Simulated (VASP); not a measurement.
Input of a VASP 6.6.1 run:

File POSCAR:

```
KTaO3
1.0
    4.0429410365      0.0000000000      0.0000000000
    0.0000000000      4.0429410365      0.0000000000
    0.0000000000      0.0000000000      3.8812233950
K Ta O
1 1 3
Direct
    0.5000000000      0.5000000000      0.5000000000
    0.0000000000      0.0000000000      0.0000000000
    0.5000000000      0.0000000000      0.0000000000
    0.0000000000      0.5000000000      0.0000000000
    0.0000000000      0.0000000000      0.5000000000
```

The input INCAR.step1:

```
SYSTEM = KTaO3
ALGO = Normal
EDIFF = 1E-5
ENCUT = 660
GGA = PE
GGA_COMPAT = .False.
ISMEAR = 0
LASPH = .True.
LCHARG = .False.
LREAL = .False.
LWAVE = .True.
NBANDS = 28
NELM = 120
PREC = Accurate
SIGMA = 0.05
```

The input INCAR.step2:

```
SYSTEM = KTaO3
ALGO = Normal
EDIFF = 1E-6
ENCUT = 660
GGA_COMPAT = .False.
ISIF = 2
ISMEAR = 0
ISTART = 1
LASPH = .True.
LCHARG = .False.
LMIXTAU = .True.
LREAL = .False.
LWAVE = .False.
METAGGA = R2SCAN
NBANDS = 28
NELM = 120
PREC = Accurate
SIGMA = 0.05
```

The input KPOINTS:

```
k-points
0
Gamma
  6 6 6
  0 0 0
```

Potentials or basis: VASP PAW PBE potentials, release 64 (K_sv, Ta_sv_GW, O).

Command:

```bash
$ cat potpaw_PBE.64/K_sv/POTCAR potpaw_PBE.64/Ta_sv_GW/POTCAR potpaw_PBE.64/O/POTCAR > POTCAR
$ cp INCAR.step1 INCAR
$ mpirun -np 1 vasp_std > vasp.out
$ cp INCAR.step2 INCAR
$ mpirun -np 1 vasp_std > vasp.out
```

Question: What does it give for the pressure?

Answer: 1.0 GPa.

Question: Estimate the band gap on the k mesh.

Answer: 2.53 eV (least direct gap 3.19 eV).

Stress tensor (GPa, compression positive):
```
-4.63  0.00  0.00
 0.00 -4.63  0.00
 0.00  0.00 12.14
```

Caveat: the PAW data sets were made with another functional, which shifts forces and pressure a little; spin-orbit coupling is left out, which moves the levels of the heavy elements. A k mesh can miss the band edges.
